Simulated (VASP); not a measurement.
# Br (Cmce) in VASP: a series of runs, part 2 of 2

VASP 6.6.1.

### 3 Single point, PBE+D3(BJ)

Input file INCAR:

```
ALGO = Normal ; EDIFF = 1E-7
ENCUT = 520 ; GGA = PE
ISIF = 2 ; ISMEAR = 0
IVDW = 12 ; LASPH = T
LCHARG = F ; LREAL = F
LWAVE = F ; NBANDS = 22
NELM = 80 ; PREC = Accurate
SIGMA = 0.02
```

Input file KPOINTS:

```
k-points
0
Gamma
  10 10 4
```

Input file POSCAR:

```
Br
1.0
    2.7045174529     -1.7762902289      0.0000000000
    2.7045174529      1.7762902289      0.0000000000
    0.0000000000      0.0000000000      7.9773705380
Br
4
Direct
    0.1893556628      0.8106443372      0.1229172832
    0.6893556628      0.3106443372      0.3770827168
    0.8106443372      0.1893556628      0.8770827168
    0.3106443372      0.6893556628      0.6229172832
```

Potentials or basis: VASP PAW PBE potentials, release 64 (Br).

On the command line:

```sh
cat potpaw_PBE.64/Br/POTCAR > POTCAR
mpirun -np 1 vasp_std > vasp.out
```

OUTCAR:

```text
EDIFF = 1E-7
   ENCUT = 520
   GGA = PE
   ISIF = 2
   ISMEAR = 0
   IVDW = 12
   LASPH = T
   LREAL = F
   NELM = 80
   PREC = Accurate
 IVDW          = 12

 ion  position               nearest neighbor table
   1  0.189  0.811  0.123-   3 2.38   2 2.70   2 2.70
   2  0.689  0.311  0.377-   4 2.38   1 2.70   1 2.70
   3  0.811  0.189  0.877-   1 2.38   4 2.70   4 2.70
   4  0.311  0.689  0.623-   2 2.38   3 2.70   3 2.70

  LATTYP: Found a base centered orthorhombic cell.
 ALAT       =     3.5525804578
 B/A-ratio  =     1.5225650679
 C/A-ratio  =     2.2455143895

  Lattice vectors:

 A1 = (  -2.7045174529,  -1.7762902289,   0.0000000000)
 A2 = (   2.7045174529,  -1.7762902289,   0.0000000000)
 A3 = (   0.0000000000,   0.0000000000,   7.9773705380)

Analysis of symmetry for initial positions (statically):
=====================================================================
 Subroutine PRICEL returns:
 Original cell was already a primitive cell.

 Routine SETGRP: Setting up the symmetry group for a
 base centered orthorhombic supercell.

 Subroutine GETGRP returns: Found  8 space group operations
 (whereof  4 operations were pure point group operations)
 out of a pool of  8 trial point group operations.

The static configuration has the point symmetry C_2h.
 The point group associated with its full space group is D_2h.

Analysis of symmetry for dynamics (positions and initial velocities):
=====================================================================
 Subroutine PRICEL returns:
 Original cell was already a primitive cell.

 Routine SETGRP: Setting up the symmetry group for a
 base centered orthorhombic supercell.

 Subroutine GETGRP returns: Found  8 space group operations
 (whereof  4 operations were pure point group operations)
 out of a pool of  8 trial point group operations.

The dynamic configuration has the point symmetry C_2h.
 The point group associated with its full space group is D_2h.

 Subroutine INISYM returns: Found  8 space group operations
 (whereof  4 operations are pure point group operations),
 and found     1 'primitive' translations

----------------------------------------------------------------------------------------

                                     Primitive cell

  volume of cell :      76.6467

  direct lattice vectors                    reciprocal lattice vectors
     2.704517453 -1.776290229  0.000000000     0.184875864 -0.281485532  0.000000000
     2.704517453  1.776290229  0.000000000     0.184875864  0.281485532  0.000000000
     0.000000000  0.000000000  7.977370538     0.000000000  0.000000000  0.125354588

  length of vectors
     3.235679470  3.235679470  7.977370538     0.336768748  0.336768748  0.125354588

  position of ions in fractional coordinates (direct lattice)
     0.189355663  0.810644337  0.122917283
     0.689355663  0.310644337  0.377082717
     0.810644337  0.189355663  0.877082717
     0.310644337  0.689355663  0.622917283

  ion indices of the primitive-cell ions
   primitive index   ion index
                 1           1
[... 21 lines left out ...]

  Shift w.r.t. Gamma in fractional coordinates (k-lattice)
     0.000000000  0.000000000  0.000000000

 Subroutine IBZKPT returns following result:
 ===========================================

 Found     93 irreducible k-points:

 Following reciprocal coordinates:
            Coordinates               Weight
  0.000000  0.000000  0.000000      1.000000
  0.100000  0.000000  0.000000      4.000000
  0.200000  0.000000  0.000000      4.000000
  0.300000  0.000000  0.000000      4.000000
  0.400000  0.000000  0.000000      4.000000
  0.500000  0.000000  0.000000      2.000000
[... 16 lines left out ...]
  0.300000  0.300000  0.000000      2.000000
  0.400000  0.300000  0.000000      4.000000
 [... further k-points ...]
   k-points           NKPTS =     93   k-points in BZ     NKDIM =     93   number of bands    NBANDS=     22
   number of dos      NEDOS =    301   number of ions     NIONS =      4
   total plane-waves  NPLWV =  34560
   dimension x,y,z NGX =    24 NGY =   24 NGZ =   60
   dimension x,y,z NGXF=    48 NGYF=   48 NGZF=  120
   ions per type =               4
   NGX,Y,Z   is equivalent  to a cutoff of  12.33, 12.33, 12.50 a.u.
   NGXF,Y,Z  is equivalent  to a cutoff of  24.66, 24.66, 25.01 a.u.
 SYSTEM =  unknown system
   PREC   = accura    normal or accurate (medium, high low for compatibility)
   ISTART =      0    job   : 0-new  1-cont  2-samecut
   ICHARG =      2    charge: 1-file 2-atom 10-const
   ISPIN  =      1    spin polarized calculation?
   LNONCOLLINEAR =      F non collinear calculations
   LSORBIT =      F    spin-orbit coupling
   LASPH  =      T    aspherical Exc in radial PAW
   ENCUT  =  520.0 eV  38.22 Ry    6.18 a.u.   6.02  6.02 14.83*2*pi/ulx,y,z
   NELM   =     80;   NELMIN=  2; NELMDL= -5     # of ELM steps
   EDIFF  = 0.1E-06   stopping-criterion for ELM
   LREAL  =      F    real-space projection
   EDIFFG = 0.1E-05   stopping-criterion for IOM
   NSW    =      0    number of steps for IOM
   IBRION =     -1    ionic relax: 0-MD 1-quasi-New 2-CG
   NFREE  =      0    steps in history (QN), initial steepest desc. (CG)
   ISIF   =      2    stress and relaxation
   ISYM   =      2    0-nonsym 1-usesym 2-fastsym
   POTIM  = 0.5000    time-step for ionic-motion
   TEBEG  =    0.0;   TEEND  =   0.0 temperature during run
   PSTRESS=    0.0 pullay stress
   NELECT =      28.0000    total number of electrons
   NUPDOWN=      -1.0000    fix difference up-down
   EMIN   =  10.00;   EMAX   =-10.00  energy-range for DOS
   EFERMI =   0.00;   METHOD = LEGACY
   ISMEAR =     0;   SIGMA  =   0.02  broadening in eV -4-tet -1-fermi 0-gaus
   EFERMI_NEDOS =   21; number of points for ismear=-14 and -15
   IALGO  =     38    algorithm
   IMIX   =      4    mixing-type and parameters
     AMIX     =   0.40;   BMIX     =  1.00
     AMIX_MAG =   1.60;   BMIX_MAG =  1.00
  volume/ion in A,a.u.               =      19.16       129.31
  Fermi-wavevector in a.u.,A,eV,Ry     =   1.170298  2.211542 18.634494  1.369597
  Thomas-Fermi vector in A             =   2.306758
   LORBIT       =      0    0 simple, 1 ext, 2 COOP (PROOUT), +10 PAW based schemes
   GGA     = PE    functional components
   LHFCALC =     F    Hartree Fock is set to
   AEXX    =    0.0000 exact exchange contribution
   IVDW    =    12    specifies the selected vdW correction
   LEPSILON=     F    determine dielectric tensor
   LRPA    =     F    only Hartree local field effects (RPA)
 non-spin polarized calculation
 Gauss-broadening in eV      SIGMA  =   0.02
  energy-cutoff  :      520.00
  volume of cell :       76.65
 maximum number of plane-waves:      2094
   NGX = 13   NGY = 13   NGZ = 29

 number of electron      27.9999996 magnetization

 Free energy of the ion-electron system (eV)
  ---------------------------------------------------
  ext. energy  EPLUGINS =         0.00000000
  ---------------------------------------------------
  free energy    TOTEN  =        -3.69910462 eV

  energy without entropy =       -3.69910462  energy(sigma->0) =       -3.69910462

 E-fermi :   5.8909     XC(G=0): -10.7534

 val. band max:        5.7669823180   @ k =  -0.1000   0.1000   0.0000
 cond. band min:       6.3115096985   @ k =   0.5000   0.5000   0.2500
 fundamental gap:      0.5445273805
 Fermi energy:         5.8908958743

 k-point     1 :       0.0000    0.0000    0.0000
  band No.  band energies     occupation
      1     -12.8208      2.00000
      2     -11.2334      2.00000
      3     -10.5830      2.00000
      4      -7.4085      2.00000
      5      -1.6436      2.00000
      6       1.7682      2.00000
[... 589 lines left out ...]
     21      15.2522      0.00000
     22      16.0402      0.00000

 [... further k-points ...]

------------------------ aborting loop because EDIFF is reached ----------------------------------------

 Edisp (eV)   -1.54637

 E8    (eV) :    -0.6114

  FORCE on cell =-STRESS in cart. coord.  units (eV):
  Direction    XX          YY          ZZ          XY          YZ          ZX
  --------------------------------------------------------------------------------------
  -------------------------------------------------------------------------------------
  Total      11.99797    11.96630    11.99710     0.00000    -0.00000     0.00000
  in kB     250.79839   250.13649   250.78021     0.00000    -0.00000     0.00000
  external pressure =      250.57 kB  Pullay stress =        0.00 kB

 VOLUME and BASIS-vectors are now :
 -----------------------------------------------------------------------------
  energy-cutoff  :      520.00
  volume of cell :       76.65
      direct lattice vectors                 reciprocal lattice vectors
     2.704517453 -1.776290229  0.000000000     0.184875864 -0.281485532  0.000000000
     2.704517453  1.776290229  0.000000000     0.184875864  0.281485532  0.000000000
     0.000000000  0.000000000  7.977370538     0.000000000  0.000000000  0.125354588

 POSITION                                       TOTAL-FORCE (eV/Angst)
 -----------------------------------------------------------------------------------
      2.70452      1.10359      0.98056         0.000000     -0.005914     -0.001837
      2.70452     -0.67270      3.00813         0.000000     -0.005914      0.001837
      2.70452     -1.10359      6.99681         0.000000      0.005914      0.001837
      2.70452      0.67270      4.96924         0.000000      0.005914     -0.001837
 -----------------------------------------------------------------------------------
    total drift:                                0.000000     -0.000000      0.000000

  FREE ENERGIE OF THE ION-ELECTRON SYSTEM (eV)
  ---------------------------------------------------
  free  energy   TOTEN  =        -5.2454763299 eV

  energy  without entropy=       -5.2454763299  energy(sigma->0) =       -5.24547633
```

Wall time 2.9 min (1 thread of Intel Xeon 8259CL, shared host); peak memory 0.26 GiB.

Results:

| Quantity | Value |
| --- | --- |
| Free energy | -5.2455 eV |
| Pressure | 25.1 GPa |
| Largest force | 0.006 eV/Å |
| Band gap on the k mesh | 0.54 eV (least direct gap 1.09 eV) |
| Dispersion energy per atom | -0.387 eV |

Forces on the atoms (eV/Å):
```
Br   0.000 -0.006 -0.002
Br   0.000 -0.006  0.002
Br   0.000  0.006  0.002
Br   0.000  0.006 -0.002
```

Caveat: the cell stands under pressure.
